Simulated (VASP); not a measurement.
# Sb (R-3m) in VASP: a series of runs

Sb is run at these levels: PBEsol; tasks: single point.

Everything below comes from runs of VASP 6.6.1. Logs are shortened: lines on timing, memory, paths and dates and some standing lists are left out, and cuts for length are marked.

**1. The cell of the first run**

It takes space group R-3m (No. 166, trigonal). Conventional cell: a = 4.205 Å, b = 4.205 Å, c = 6.181 Å, α = 90.00°, β = 90.00°, γ = 120.00°. Within 4.2 Å of Sb (site symmetry -3m) lie 6 Sb at 3.18 Å.

**2. Single point, PBEsol**

INCAR reads:

```
ALGO     = Normal         # electronic algorithm
EDIFF    = 1E-7           # SCF threshold, eV
ENCUT    = 520            # plane-wave cutoff, eV
GGA      = PS             # functional
ISIF     = 2              # what is computed and relaxed
ISMEAR   = 0              # smearing method
LASPH    = True           # aspherical terms in the spheres
LCHARG   = True           # write CHGCAR
LELF     = True           # ELF
LREAL    = False          # projectors in reciprocal space
LVHAR    = True         
LWAVE    = False          # write WAVECAR
NBANDS   = 8              # bands
NELM     = 80             # most SCF steps
PREC     = Accurate       # precision mode
SIGMA    = 0.15           # smearing width, eV
```

KPOINTS reads:

```
k-points
0
Gamma
  16 16 16
```

POSCAR reads:

```
Sb
1.0
    3.1719187747      0.1982449234      0.1982449234
    0.1982449234      3.1719187747      0.1982449234
    0.1982449234      0.1982449234      3.1719187747
Sb
1
Direct
    0.0000000000      0.0000000000      0.0000000000
```

Potentials or basis: VASP PAW PBE potentials, release 64 (Sb).

Started as:

```sh
> cat potpaw_PBE.64/Sb/POTCAR > POTCAR
> mpirun -np 1 vasp_std > vasp.out
```

OUTCAR:

```text
EDIFF = 1E-7
   ENCUT = 520
   GGA = PS
   ISIF = 2
   ISMEAR = 0
   LASPH = True
   LREAL = False
   NELM = 80
   PREC = Accurate

 ion  position               nearest neighbor table
   1  0.000  0.000  0.000-

  LATTYP: Found a trigonal (rhomboedric) cell.
 ALAT       =     3.1842849767
 COS(alpha) =     0.1279069767

  Lattice vectors:

 A1 = (   3.1719187747,   0.1982449234,   0.1982449234)
 A2 = (   0.1982449234,   3.1719187747,   0.1982449234)
 A3 = (   0.1982449234,   0.1982449234,   3.1719187747)

Analysis of symmetry for initial positions (statically):
=====================================================================
 Subroutine PRICEL returns:
 Original cell was already a primitive cell.

 Routine SETGRP: Setting up the symmetry group for a
 trigonal (rhombohedral) supercell.

 Subroutine GETGRP returns: Found 12 space group operations
 (whereof 12 operations were pure point group operations)
 out of a pool of 12 trial point group operations.

The static configuration has the point symmetry D_3d.

Analysis of symmetry for dynamics (positions and initial velocities):
=====================================================================
 Subroutine PRICEL returns:
 Original cell was already a primitive cell.

 Routine SETGRP: Setting up the symmetry group for a
 trigonal (rhombohedral) supercell.

 Subroutine GETGRP returns: Found 12 space group operations
 (whereof 12 operations were pure point group operations)
 out of a pool of 12 trial point group operations.

The dynamic configuration has the point symmetry D_3d.

 Subroutine INISYM returns: Found 12 space group operations
 (whereof 12 operations are pure point group operations),
 and found     1 'primitive' translations

----------------------------------------------------------------------------------------

                                     Primitive cell

  volume of cell :      31.5545

  direct lattice vectors                    reciprocal lattice vectors
     3.171918775  0.198244923  0.198244923     0.317601893 -0.018682464 -0.018682464
     0.198244923  3.171918775  0.198244923    -0.018682464  0.317601893 -0.018682464
     0.198244923  0.198244923  3.171918775    -0.018682464 -0.018682464  0.317601893

  length of vectors
     3.184284977  3.184284977  3.184284977     0.318698967  0.318698967  0.318698967

  position of ions in fractional coordinates (direct lattice)
     0.000000000  0.000000000  0.000000000

  ion indices of the primitive-cell ions
   primitive index   ion index
                 1           1

----------------------------------------------------------------------------------------

 KPOINTS: k-points

Automatic generation of k-mesh.
 Grid dimensions read from file:
 generate k-points for:   16   16   16

 Generating k-lattice:

  Cartesian coordinates                     Fractional coordinates (reciprocal lattice)
     0.019850118 -0.001167654 -0.001167654     0.062500000 -0.000000000 -0.000000000
    -0.001167654  0.019850118 -0.001167654    -0.000000000  0.062500000 -0.000000000
    -0.001167654 -0.001167654  0.019850118    -0.000000000 -0.000000000  0.062500000

  Length of vectors
     0.019918685  0.019918685  0.019918685

  Shift w.r.t. Gamma in fractional coordinates (k-lattice)
     0.000000000  0.000000000  0.000000000

 Subroutine IBZKPT returns following result:
 ===========================================

 Found    417 irreducible k-points:

 Following reciprocal coordinates:
            Coordinates               Weight
  0.000000  0.000000  0.000000      1.000000
  0.062500  0.000000  0.000000      6.000000
  0.125000  0.000000  0.000000      6.000000
  0.187500  0.000000  0.000000      6.000000
  0.250000  0.000000  0.000000      6.000000
  0.312500  0.000000  0.000000      6.000000
[... 16 lines left out ...]
 -0.125000  0.062500  0.000000     12.000000
 -0.062500  0.062500  0.000000      6.000000
 [... further k-points ...]
   k-points           NKPTS =    417   k-points in BZ     NKDIM =    417   number of bands    NBANDS=      8
   number of dos      NEDOS =    301   number of ions     NIONS =      1
   total plane-waves  NPLWV =  13824
   dimension x,y,z NGX =    24 NGY =   24 NGZ =   24
   dimension x,y,z NGXF=    48 NGYF=   48 NGZF=   48
   ions per type =               1
   NGX,Y,Z   is equivalent  to a cutoff of  12.53, 12.53, 12.53 a.u.
   NGXF,Y,Z  is equivalent  to a cutoff of  25.06, 25.06, 25.06 a.u.
 SYSTEM =  unknown system
   PREC   = accura    normal or accurate (medium, high low for compatibility)
   ISTART =      0    job   : 0-new  1-cont  2-samecut
   ICHARG =      2    charge: 1-file 2-atom 10-const
   ISPIN  =      1    spin polarized calculation?
   LNONCOLLINEAR =      F non collinear calculations
   LSORBIT =      F    spin-orbit coupling
   LASPH  =      T    aspherical Exc in radial PAW
   ENCUT  =  520.0 eV  38.22 Ry    6.18 a.u.   5.92  5.92  5.92*2*pi/ulx,y,z
   NELM   =     80;   NELMIN=  2; NELMDL= -5     # of ELM steps
   EDIFF  = 0.1E-06   stopping-criterion for ELM
   LREAL  =      F    real-space projection
   EDIFFG = 0.1E-05   stopping-criterion for IOM
   NSW    =      0    number of steps for IOM
   IBRION =     -1    ionic relax: 0-MD 1-quasi-New 2-CG
   NFREE  =      0    steps in history (QN), initial steepest desc. (CG)
   ISIF   =      2    stress and relaxation
   ISYM   =      2    0-nonsym 1-usesym 2-fastsym
   POTIM  = 0.5000    time-step for ionic-motion
   TEBEG  =    0.0;   TEEND  =   0.0 temperature during run
   PSTRESS=    0.0 pullay stress
   NELECT =       5.0000    total number of electrons
   NUPDOWN=      -1.0000    fix difference up-down
   EMIN   =  10.00;   EMAX   =-10.00  energy-range for DOS
   EFERMI =   0.00;   METHOD = LEGACY
   ISMEAR =     0;   SIGMA  =   0.15  broadening in eV -4-tet -1-fermi 0-gaus
   EFERMI_NEDOS =   21; number of points for ismear=-14 and -15
   IALGO  =     38    algorithm
   IMIX   =      4    mixing-type and parameters
     AMIX     =   0.40;   BMIX     =  1.00
     AMIX_MAG =   1.60;   BMIX_MAG =  1.00
  volume/ion in A,a.u.               =      31.55       212.94
  Fermi-wavevector in a.u.,A,eV,Ry     =   0.885886  1.674081 10.677766  0.784794
  Thomas-Fermi vector in A             =   2.006979
   LORBIT       =      0    0 simple, 1 ext, 2 COOP (PROOUT), +10 PAW based schemes
   GGA     = PS    functional components
   LHFCALC =     F    Hartree Fock is set to
   AEXX    =    0.0000 exact exchange contribution
   IVDW    =     0    specifies the selected vdW correction
   LEPSILON=     F    determine dielectric tensor
   LRPA    =     F    only Hartree local field effects (RPA)
 non-spin polarized calculation
 Gauss-broadening in eV      SIGMA  =   0.15
  energy-cutoff  :      520.00
  volume of cell :       31.55
 maximum number of plane-waves:       866
   NGX = 11   NGY = 11   NGZ = 11

 number of electron       5.0000001 magnetization

 Free energy of the ion-electron system (eV)
  ---------------------------------------------------
  ext. energy  EPLUGINS =         0.00000000
  ---------------------------------------------------
  free energy    TOTEN  =        -4.42553362 eV

  energy without entropy =       -4.41856882  energy(sigma->0) =       -4.42205122

 E-fermi :   6.2367     XC(G=0):  -9.5430

 val. band max:        6.2360485772   @ k =   0.3750   0.3125   0.2500
 cond. band min:       6.2891314704   @ k =   0.2500   0.2500   0.1875
 fundamental gap:      0.0530828932
 Fermi energy:         6.2366684332

 k-point     1 :       0.0000    0.0000    0.0000
  band No.  band energies     occupation
      1      -5.6446      2.00000
      2       9.3020      0.00000
      3       9.3020      0.00000
      4      10.0925      0.00000
      5      13.4024      0.00000
      6      13.4024      0.00000
      7      14.2187      0.00000
      8      22.5968      0.00000

 k-point     2 :       0.0625    0.0000    0.0000
  band No.  band energies     occupation
      1      -5.5905      2.00000
      2       8.7476      0.00000
      3       9.3425      0.00000
      4       9.9699      0.00000
      5      13.4541      0.00000
      6      13.8078      0.00000
      7      14.6631      0.00000
      8      21.5777      0.00000

 k-point     3 :       0.1250    0.0000    0.0000
  band No.  band energies     occupation
      1      -5.4294      2.00000
      2       7.4222      0.00000
      3       9.4614      0.00000
      4      10.0143      0.00000
      5      13.6064      0.00000
      6      14.1288      0.00000
      7      16.1226      0.00000
      8      20.4608      0.00000

 k-point     4 :       0.1875    0.0000    0.0000
  band No.  band energies     occupation
      1      -5.1659      2.00000
      2       5.9505      1.99303
      3       9.6506      0.00000
      4      10.1776      0.00000
      5      13.8493      0.00000
      6      14.4530      0.00000
      7      17.8065      0.00000
      8      19.4372      0.00000

 k-point     5 :       0.2500    0.0000    0.0000
  band No.  band energies     occupation
      1      -4.8100      2.00000
      2       4.5352      2.00000
      3       9.8953      0.00000
      4      10.4043      0.00000
      5      14.1585      0.00000
      6      14.8685      0.00000
      7      18.3637      0.00000
      8      18.5590      0.00000
[... 177 lines left out ...]
 k-point    22 :      -0.1875    0.0625   -0.0000
  band No.  band energies     occupation
      1      -5.0818      2.00000
      2       5.8621      1.99959
      3       8.8690      0.00000
      4      10.0712      0.00000
      5      14.1065      0.00000
      6      15.3477      0.00000
      7      18.0485      0.00000
      8      19.4781      0.00000

 k-point    23 :      -0.1250    0.0625    0.0000
  band No.  band energies     occupation
      1      -5.3547      2.00000
      2       7.3301      0.00000
      3       8.7541      0.00000
      4       9.8827      0.00000
      5      13.8444      0.00000
      6      14.9621      0.00000
      7      16.3679      0.00000
      8      20.3894      0.00000

 k-point    24 :      -0.0625    0.0625    0.0000
  band No.  band energies     occupation
      1      -5.5259      2.00000
      2       8.5835      0.00000
      3       8.8339      0.00000
      4       9.8028      0.00000
      5      13.6598      0.00000
      6      14.4347      0.00000
      7      15.0002      0.00000
      8      21.3770      0.00000

 [... further k-points ...]

------------------------ aborting loop because EDIFF is reached ----------------------------------------

  FORCE on cell =-STRESS in cart. coord.  units (eV):
  Direction    XX          YY          ZZ          XY          YZ          ZX
  --------------------------------------------------------------------------------------
  -------------------------------------------------------------------------------------
  Total       -1.0278780     -1.0278780     -1.0278780     -0.3253696     -0.3253696     -0.3253696
  in kB      -52.1904345    -52.1904345    -52.1904345    -16.5206165    -16.5206165    -16.5206165
  external PRESSURE =     -52.1904345 kB  Pullay stress =       0.0000000 kB

 VOLUME and BASIS-vectors are now :
 -----------------------------------------------------------------------------
  energy-cutoff  :      520.00
  volume of cell :       31.55
      direct lattice vectors                 reciprocal lattice vectors
     3.171918775  0.198244923  0.198244923     0.317601893 -0.018682464 -0.018682464
     0.198244923  3.171918775  0.198244923    -0.018682464  0.317601893 -0.018682464
     0.198244923  0.198244923  3.171918775    -0.018682464 -0.018682464  0.317601893

 POSITION                                       TOTAL-FORCE (eV/Angst)
 -----------------------------------------------------------------------------------
      0.00000      0.00000      0.00000         0.000000      0.000000      0.000000
 -----------------------------------------------------------------------------------
    total drift:                                0.000000      0.000000      0.000000

  FREE ENERGIE OF THE ION-ELECTRON SYSTEM (eV)
  ---------------------------------------------------
  free  energy   TOTEN  =        -4.4255336171 eV

  energy  without entropy=       -4.4185688183  energy(sigma->0) =       -4.42205122
```

Wall time 29 s (1 thread of AMD EPYC 9R45 (Zen 5), shared host); peak memory 0.19 GiB.

Results:

```yaml
Free_energy: -4.4255 eV
Pressure: -5.2 GPa
```

Caveat: the PAW data sets were made with another functional, which shifts forces and pressure a little; spin-orbit coupling is left out, which moves the levels of the heavy elements.

[end of part 1 of 2]
